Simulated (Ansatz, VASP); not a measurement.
**InP in VASP and in Ansatz**

```xyz
8
Lattice="6.8394 0.0000 0.0000 0.0000 6.8394 0.0000 0.0000 0.0000 4.1049" Properties=species:S:1:pos:R:3 pbc="T T T"
In    4.6542    4.6542    0.0000
In    1.2345    5.6049    2.0524
In    5.6049    1.2345    2.0524
In    2.1852    2.1852    0.0000
P     5.6049    5.6049    2.0524
P     1.2345    1.2345    2.0524
P     4.6542    2.1852    0.0000
P     2.1852    4.6542    0.0000
```

Alike in both runs: task single point; functional PBE; k mesh 4 × 4 × 4; occupations gaussian, width 0.1 eV; no spin polarisation.

|  | VASP | Ansatz |
| --- | --- | --- |
| version | VASP 6.6.1 | Ansatz 0.2.0 |
| potentials or method | VASP PAW PBE potentials, release 64 (In_d, P), cutoff 520 eV | scalar-relativistic, plane waves, PAW |
| valence electrons in the cell | 72 | 72 |

|  | VASP | Ansatz | Ansatz less VASP |
| --- | --- | --- | --- |
| gap on the k mesh at the Fermi level (eV) | 1.21 | 1.21 | +0.006 |
| least direct gap on the mesh (eV) | 1.21 | 1.21 | +0.006 |
| pressure (GPa) | 11.6 | 11.7 | +0.10 |
| traceless stress, the component that is largest in VASP (GPa) | -1.93 | -1.90 | +0.024 |
| rms of the force components (eV/Å) | 0.284 | 0.283 | -0.0005 |

Atom by atom the forces differ by 0.001 eV/Å (rms over components). The functional is the same, so the differences come from potentials, cutoffs and numerics.
